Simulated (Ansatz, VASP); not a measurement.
## Mg3Si2N in VASP and in Ansatz

```
Mg Si N
1.0
     5.62269    0.00000    0.00000
    -2.81135    4.86939    0.00000
     0.00000    0.00000    6.64165
Mg Si N
3 2 1
Direct
  0.50000 0.00000 0.50000
  0.00000 0.50000 0.50000
  0.50000 0.50000 0.50000
  0.00000 0.00000 0.75777
  0.00000 0.00000 0.24223
  0.00000 0.00000 0.50000
```

Alike in both runs: functional PBE; k mesh 12 × 12 × 6; occupations gaussian, width 0.1 eV; no spin polarisation.

Ansatz relaxed the structure, and its values are those at the end. VASP's run is a single point on that final structure, the one shown.

```csv
,VASP,Ansatz
version,VASP 6.6.1,Ansatz 0.2.0
potentials or method,"VASP PAW PBE potentials, release 64 (Mg, Si, N), cutoff 520 eV","scalar-relativistic, plane waves, PAW"
valence electrons in the cell,19,43
```

```tsv
	VASP	Ansatz	Ansatz less VASP
gap on the k mesh at the Fermi level (eV)	none	none	-
pressure (GPa)	-0.1	0.0	+0.06
```

A gap of «none» marks a metal or a gap that the smearing closes. VASP's potentials hold 19 valence electrons a cell and Ansatz's 43, so a difference there can come from the potentials and not from the codes.
